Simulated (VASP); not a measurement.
# K2CBr6 (Fm-3m) in VASP: notebook, part 2 of 2

VASP 6.6.1. Earlier steps stand in the parts before.

### 3 Single point, PBE

INCAR

```
SYSTEM = K2CBr6
PREC = Accurate
ENCUT = 600
EDIFF = 1E-6
ISMEAR = -1
SIGMA = 0.1
LREAL = .False.
LASPH = .True.
NELM = 120
ALGO = Normal
ISIF = 2
LWAVE = .False.
LCHARG = .False.
GGA = PE
NBANDS = 42
GGA_COMPAT = .False.
```

KPOINTS

```
regular mesh
0
Gamma
  3 3 3
  0 0 0
```

POSCAR

```
K2CBr6
1.0
    0.0000000000      5.0307060000      5.0307060000
    5.0307060000      0.0000000000      5.0307060000
    5.0307060000      5.0307060000      0.0000000000
C K Br
1 2 6
Direct
    0.0000000000      0.0000000000      0.0000000000
    0.2500000000      0.2500000000      0.2500000000
    0.7500000000      0.7500000000      0.7500000000
    0.7600000000      0.2400000000      0.2400000000
    0.2400000000      0.7600000000      0.2400000000
    0.2400000000      0.7600000000      0.7600000000
    0.7600000000      0.2400000000      0.7600000000
    0.2400000000      0.2400000000      0.7600000000
    0.7600000000      0.7600000000      0.2400000000
```

Potentials or basis: VASP PAW PBE potentials, release 64 (C, K_sv, Br).

Launch:

```bash
$ cat potpaw_PBE.64/C/POTCAR potpaw_PBE.64/K_sv/POTCAR potpaw_PBE.64/Br/POTCAR > POTCAR
$ mpirun -np 1 vasp_std > vasp.out
```

OUTCAR:

```text
SYSTEM = K2CBr6
   PREC = Accurate
   ENCUT = 600
   EDIFF = 1E-6
   ISMEAR = -1
   LREAL = .False.
   LASPH = .True.
   NELM = 120
   ISIF = 2
   GGA = PE

 ion  position               nearest neighbor table
   1  0.000  0.000  0.000-   4 2.41   5 2.41   6 2.41   7 2.41   8 2.41   9 2.41
   2  0.250  0.250  0.250-
   3  0.750  0.750  0.750-
   4  0.760  0.240  0.240-   1 2.41
   5  0.240  0.760  0.240-   1 2.41
   6  0.240  0.760  0.760-   1 2.41
   7  0.760  0.240  0.760-   1 2.41
   8  0.240  0.240  0.760-   1 2.41
[... 371 lines left out ...]
  Total       -0.6312802     -0.6312802     -0.6312802     -0.0000000     -0.0000000     -0.0000000
  in kB       -3.9720615     -3.9720615     -3.9720615     -0.0000000     -0.0000000     -0.0000000
  external PRESSURE =      -3.9720615 kB  Pullay stress =       0.0000000 kB

 VOLUME and BASIS-vectors are now :
 -----------------------------------------------------------------------------
  energy-cutoff  :      600.00
  volume of cell :      254.63
      direct lattice vectors                 reciprocal lattice vectors
     0.000000000  5.030706000  5.030706000    -0.099389628  0.099389628  0.099389628
     5.030706000  0.000000000  5.030706000     0.099389628 -0.099389628  0.099389628
     5.030706000  5.030706000  0.000000000     0.099389628  0.099389628 -0.099389628

 POSITION                                       TOTAL-FORCE (eV/Angst)
 -----------------------------------------------------------------------------------
      0.00000      0.00000      0.00000         0.000000     -0.000000     -0.000000
      2.51535      2.51535      2.51535         0.000000      0.000000     -0.000000
      7.54606      7.54606      7.54606        -0.000000     -0.000000     -0.000000
      2.41474      5.03071      5.03071        -0.350784     -0.000000     -0.000000
      5.03071      2.41474      5.03071         0.000000     -0.350784     -0.000000
      7.64667      5.03071      5.03071         0.350784     -0.000000     -0.000000
      5.03071      7.64667      5.03071         0.000000      0.350784     -0.000000
      5.03071      5.03071      2.41474         0.000000     -0.000000     -0.350784
      5.03071      5.03071      7.64667         0.000000     -0.000000      0.350784
 -----------------------------------------------------------------------------------
    total drift:                                0.000000      0.000000     -0.000000

  FREE ENERGIE OF THE ION-ELECTRON SYSTEM (eV)
  ---------------------------------------------------
  free  energy   TOTEN  =       -23.1655784399 eV

  energy  without entropy=      -22.9171098730  energy(sigma->0) =      -23.04134416
```

Wall time 68 s (1 thread of Intel Xeon Platinum 8559C (Emerald Rapids), shared host); peak memory 0.51 GiB.

What came out:

```yaml
Free_energy: -23.1656 eV
Pressure: -0.4 GPa
Largest_force: 0.351 eV/Å
Band_gap_on_the_k_mesh: zero (bands 32 and 33 overlap by 0.22 eV)
```

Forces on the atoms (eV/Å):
```
C    0.000  0.000  0.000
K    0.000  0.000  0.000
K    0.000  0.000  0.000
Br  -0.351  0.000  0.000
Br   0.000 -0.351  0.000
Br   0.351  0.000  0.000
Br   0.000  0.351  0.000
Br   0.000  0.000 -0.351
Br   0.000  0.000  0.351
```

Caveat: the k points lie up to 0.36 Å⁻¹ apart; semilocal functionals underestimate gaps, and a narrow one can read as zero.

### 4 Single point, PBE

INCAR

```
PREC = Accurate
ENCUT = 600
EDIFF = 1E-6
ISMEAR = -1
SIGMA = 0.1
LREAL = F
LASPH = T
NELM = 120
ALGO = Normal
ISIF = 2
LWAVE = F
LCHARG = F
GGA = PE
NBANDS = 42
GGA_COMPAT = F
```

KPOINTS

```
Automatic mesh
0
Gamma
  4 4 4
```

POSCAR is that of step 3.

Launch:

```bash
$ cat potpaw_PBE.64/C/POTCAR potpaw_PBE.64/K_sv/POTCAR potpaw_PBE.64/Br/POTCAR > POTCAR
$ mpirun -np 1 vasp_std > vasp.out
```

Run time: 1.8 min. Hardware: 1 thread of Intel Xeon Platinum 8559C (Emerald Rapids), shared host; peak memory 0.54 GiB.

Results (log left out):

| Quantity | Value |
| --- | --- |
| Free energy | -23.1572 eV |
| Pressure | -0.4 GPa |
| Largest force | 0.367 eV/Å |
| Band gap on the k mesh | zero (bands 32 and 33 overlap by 0.16 eV) |

Forces in eV/Å, atoms in the order of the input:
```
C    0.000  0.000  0.000
K    0.000  0.000  0.000
K    0.000  0.000  0.000
Br  -0.367  0.000  0.000
Br   0.000 -0.367  0.000
Br   0.367  0.000  0.000
Br   0.000  0.367  0.000
Br   0.000  0.000 -0.367
Br   0.000  0.000  0.367
```

Levels at points of the mesh, in eV from the Fermi level:
```
           k point  band 30  band 31  band 32  band 33  band 34  band 35
(0.00, 0.00, 0.00)    -0.35     0.07     0.07     0.07     2.93     2.93
(0.50, 0.00, 0.00)    -0.35    -0.17    -0.17    -0.04     2.20     3.47
(0.50, 0.50, 0.00)    -0.81    -0.38     0.04     0.32     3.08     3.08
```

Caveat: semilocal functionals underestimate gaps, and a narrow one can read as zero.

### 5 Single point, PBE

INCAR

```
  PREC = Accurate
  ENCUT = 600
  EDIFF = 1E-6
  ISMEAR = -1
  SIGMA = 0.1
  LREAL = F
  LASPH = T
  NELM = 120
  ALGO = Normal
  ISIF = 2
  LWAVE = F
  LCHARG = F
  GGA = PE
  NBANDS = 42
  NELECT = 65.0
  ISYM = 0
  GGA_COMPAT = F
```

KPOINTS

```
Automatic mesh
0
Gamma
  3 3 3
  0.5 0.5 0.5
```

POSCAR is that of step 4.

Potentials or basis: VASP PAW PBE potentials, release 64 (C, K_sv, Br).

Launch:

```bash
$ cat potpaw_PBE.64/C/POTCAR potpaw_PBE.64/K_sv/POTCAR potpaw_PBE.64/Br/POTCAR > POTCAR
$ mpirun -np 1 vasp_std > vasp.out
```

OUTCAR:

```text
PREC = Accurate
   ENCUT = 600
   EDIFF = 1E-6
   ISMEAR = -1
   LREAL = F
   LASPH = T
   NELM = 120
   ISIF = 2
   GGA = PE
   NELECT = 65.0
   ISYM = 0

 ion  position               nearest neighbor table
   1  0.000  0.000  0.000-   4 2.41   5 2.41   6 2.41   7 2.41   8 2.41   9 2.41
   2  0.250  0.250  0.250-
   3  0.750  0.750  0.750-
[... 1260 lines left out ...]
  -------------------------------------------------------------------------------------
  Total        7.4333974      7.4333942      7.4333906      0.0000020      0.0000074      0.0000041
  in kB       46.7714815     46.7714612     46.7714387      0.0000124      0.0000465      0.0000256
  external PRESSURE =      46.7714605 kB  Pullay stress =       0.0000000 kB

 VOLUME and BASIS-vectors are now :
 -----------------------------------------------------------------------------
  energy-cutoff  :      600.00
  volume of cell :      254.63
      direct lattice vectors                 reciprocal lattice vectors
     0.000000000  5.030706000  5.030706000    -0.099389628  0.099389628  0.099389628
     5.030706000  0.000000000  5.030706000     0.099389628 -0.099389628  0.099389628
     5.030706000  5.030706000  0.000000000     0.099389628  0.099389628 -0.099389628

 POSITION                                       TOTAL-FORCE (eV/Angst)
 -----------------------------------------------------------------------------------
      0.00000      0.00000      0.00000        -0.000000     -0.000001     -0.000001
      2.51535      2.51535      2.51535        -0.000003      0.000002     -0.000003
      7.54606      7.54606      7.54606        -0.000001     -0.000002      0.000002
      2.41474      5.03071      5.03071        -0.097935      0.000000      0.000000
      5.03071      2.41474      5.03071         0.000002     -0.097935      0.000000
      7.64667      5.03071      5.03071         0.097935      0.000000      0.000000
      5.03071      7.64667      5.03071        -0.000001      0.097937      0.000000
      5.03071      5.03071      2.41474         0.000001     -0.000000     -0.097934
      5.03071      5.03071      7.64667         0.000001     -0.000001      0.097935
 -----------------------------------------------------------------------------------
    total drift:                               -0.000001      0.000003     -0.000002

  FREE ENERGIE OF THE ION-ELECTRON SYSTEM (eV)
  ---------------------------------------------------
  free  energy   TOTEN  =       -22.7420752411 eV

  energy  without entropy=      -22.5858058124  energy(sigma->0) =      -22.66394053
```

Run time: 13 min. Hardware: 1 thread of Intel Xeon Platinum 8559C (Emerald Rapids), shared host; peak memory 0.9 GiB.

Results:

```
Free energy   : -22.7421 eV
Largest force : 0.098 eV/Å
```

Forces in eV/Å, atoms in the order of the input:
```
C    0.000  0.000  0.000
K    0.000  0.000  0.000
K    0.000  0.000  0.000
Br  -0.098  0.000  0.000
Br   0.000 -0.098  0.000
Br   0.098  0.000  0.000
Br   0.000  0.098  0.000
Br   0.000  0.000 -0.098
Br   0.000  0.000  0.098
```

Caveat: the k points lie up to 0.36 Å⁻¹ apart, too coarse for converged energies and pressures of a metal; the cell carries a net charge on a neutralising background, which shifts energy and pressure; the cell is charged against a uniform background, so pressure and absolute levels hang on convention; an odd number of electrons without spin polarisation forces a metal; a magnetic or distorted state may lie lower.
